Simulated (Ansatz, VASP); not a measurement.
**One calculation of KI, two programs**

File INCAR:

```
PREC = Accurate
ENCUT = 520
EDIFF = 1E-6
ISMEAR = 0
SIGMA = 0.05
LREAL = F
LASPH = T
NELM = 60
ALGO = Normal
ISIF = 2
LWAVE = F
LCHARG = F
GGA = PS
NBANDS = 15
```

KPOINTS

```
Automatic mesh
0
Gamma
  6 6 6
```

The input POSCAR:

```
KI
1.0
    0.0000000000      3.2425860000      3.5245500000
    3.2425860000      0.0000000000      3.5245500000
    3.2425860000      3.2425860000      0.0000000000
K I
1 1
Direct
    0.0000000000      0.0000000000      0.0000000000
    0.5000000000      0.5000000000      0.5000000000
```

Input for Ansatz:

```yaml
crystal:
  lattice:
    - [0.0, 3.242586, 3.52455]
    - [3.242586, 0.0, 3.52455]
    - [3.242586, 3.242586, 0.0]
  atoms:
    - { symbol: K, position: [0.0, 0.0, 0.0] }
    - { symbol: I, position: [0.5, 0.5, 0.5] }
basis:
  ecutwfc: 420
kpoints:
  mp_grid: { grid: [6, 6, 6] }
hamiltonian:
  xc: pbesol
scf:
  occupations: { method: gaussian, width: 0.05 }
output:
  forces: true
  stress: true
  eigenvalues: true
```

Change from the starting cell: strain -0.080 along x and y, +0.000 along z, atoms carried along.

Alike in both runs: task single point; functional PBEsol; k mesh 6 × 6 × 6; occupations gaussian, width 0.05 eV; no spin polarisation.

|  | VASP | Ansatz |
| --- | --- | --- |
| version | VASP 6.6.1 | Ansatz 0.2.0 |
| potentials or method | VASP PAW PBE potentials, release 64 (K_sv, I), cutoff 520 eV | scalar-relativistic, plane waves, PAW |
| valence electrons in the cell | 16 | 26 |

```tsv
	VASP	Ansatz	Ansatz less VASP
gap on the k mesh at the Fermi level (eV)	4.15	4.16	+0.008
least direct gap on the mesh (eV)	4.15	4.16	+0.008
pressure (GPa)	3.1	3.0	-0.08
traceless stress, the component that is largest in VASP (GPa)	-2.73	-2.69	+0.040
```

VASP's potentials were made for PBE, not for PBEsol. VASP's potentials hold 16 valence electrons a cell and Ansatz's 26, so a difference there can come from the potentials and not from the codes.

Spin-orbit coupling is off throughout.
